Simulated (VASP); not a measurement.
Set up this calculation in VASP 6.6.1, as the native input.

```yaml
Task: single point
Functional: PBE
Potentials_or_basis: VASP PAW PBE potentials, release 64 (Y_sv, Lu, F)
Cutoff: 520 eV
k_mesh: 6 × 6 × 4
Occupations: gaussian, width 0.1 eV
Spin: no spin polarisation
Dipole_correction: no
Further_INCAR_settings: ALGO = Normal; EDIFF = 1e-06; NBANDS = 50
```

The structure of YLu2F3 lies in POSCAR:

```
YLu2F3
1.0
    5.2778557400      0.0000000000      0.0000000000
   -2.6389278700      4.5707571500      0.0000000000
    0.0000000000      0.0000000000      5.0909199200
Y Lu F
1 2 3
Direct
    0.0000000000      0.0000000000      0.0000000000
    0.6666666700      0.3333333300      0.0000000000
    0.6666666700      0.3333333300      0.5000000000
    0.8284200200      0.1715799800      0.0000000000
    0.8284200200      0.6568400400      0.0000000000
    0.3431599600      0.1715799800      0.0000000000
```

The input as run:

INCAR

```
SYSTEM = YLu2F3
  PREC = Accurate
  ENCUT = 520
  EDIFF = 1E-6
  ISMEAR = 0
  SIGMA = 0.1
  LREAL = .False.
  LASPH = .True.
  NELM = 80
  ALGO = Normal
  ISIF = 2
  LWAVE = .False.
  LCHARG = .True.
  GGA = PE
  LELF = .True.
  LVHAR = .True.
  NBANDS = 50
```

KPOINTS

```
Automatic mesh
0
Gamma
  6 6 4
  0 0 0
```

Potentials or basis: VASP PAW PBE potentials, release 64 (Y_sv, Lu, F).

Command:

```sh
$ cat potpaw_PBE.64/Y_sv/POTCAR potpaw_PBE.64/Lu/POTCAR potpaw_PBE.64/F/POTCAR > POTCAR
$ mpirun -np 1 vasp_std > vasp.out
```

It gave:

```json
{"Pressure": "171.8 GPa", "Largest force": "20.122 eV/Å", "Band gap on the k mesh": "zero (band 41 reaches 3.38 eV, above the bottom of band 42 at 2.89 eV)"}
```

Caveat: spin-orbit coupling is left out, which moves the levels of the heavy elements; forces of over 1 eV/Å act on the atoms, so gaps and moduli don't describe the material at rest.

Wall time 89 s on 1 thread of Intel(R) Xeon(R) 6975P-C (Granite Rapids), on a shared host, peak memory 0.32 GiB.
